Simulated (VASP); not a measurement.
Wanted: the native input for a VASP 6.6.1 run.

```
Task                   : relaxation of cell and atoms
Functional             : BLYP
Potentials or basis    : VASP PAW PBE potentials, release 64 (Ag)
Cutoff                 : 600 eV
k mesh                 : 13 × 13 × 3
Occupations            : fermi-dirac, width 0.1 eV
Spin                   : no spin polarisation
Dipole correction      : no
Further INCAR settings : ALGO = Normal; EDIFF = 1e-06; IBRION = 2; EDIFFG = -0.01; NSW = 80; ISIF = 3
```

The structure of Ag lies in POSCAR:

```
Ag
1.0
    2.8861989086      0.0000000000      0.0000000000
   -1.4430994543      2.4995215753      0.0000000000
    0.0000000000      0.0000000000     10.0000000000
Ag
4
Direct
    0.3333333333      0.6666666667      0.2500000000
    0.6666666667      0.3333333333      0.7500000000
    0.0000000000      0.0000000000      0.0000000000
    0.0000000000      0.0000000000      0.5000000000
```

These files were run (other wordings do the same):

INCAR

```
SYSTEM = Ag
PREC = Accurate
ENCUT = 600
EDIFF = 1E-6
ISMEAR = -1
SIGMA = 0.1
LREAL = .FALSE.
LASPH = .TRUE.
NELM = 80
ALGO = Normal
ISIF = 3
LWAVE = .FALSE.
LCHARG = .FALSE.
GGA = B5
ALDAX = 1.0
AGGAX = 1.0
AGGAC = 1.0
ALDAC = 0.0
IBRION = 2
NSW = 80
EDIFFG = -0.01
```

KPOINTS

```
Automatic mesh
0
G
  13 13 3
  0 0 0
```

Potentials or basis: VASP PAW PBE potentials, release 64 (Ag).

The run is started by

```console
$ cat potpaw_PBE.64/Ag/POTCAR > POTCAR
$ mpirun -np 1 vasp_std > vasp.out
```

Results of the run:

- Relaxed volume: 19.32 Å³/atom
- Relaxed cell: a = 3.002 Å, b = 3.002 Å, c = 9.904 Å, α = 90.00°, β = 90.00°, γ = 120.00°
- Space group after relaxing (to 0.05 Å): P6_3/mmc (No. 194)
- Energy gained by relaxing: 28.6 meV/atom
- Ionic steps: 10
- Pressure after relaxing: 0.0 GPa
- Band gap on the k mesh: zero (band 22 reaches 10.56 eV, above the bottom of band 23 at 4.25 eV)

Caveat: the PAW data sets were made with another functional, which shifts forces and pressure a little.

Run time: 5.7 min on 1 thread of Intel(R) Xeon(R) 6975P-C (Granite Rapids) (shared host), peak memory 0.26 GiB.
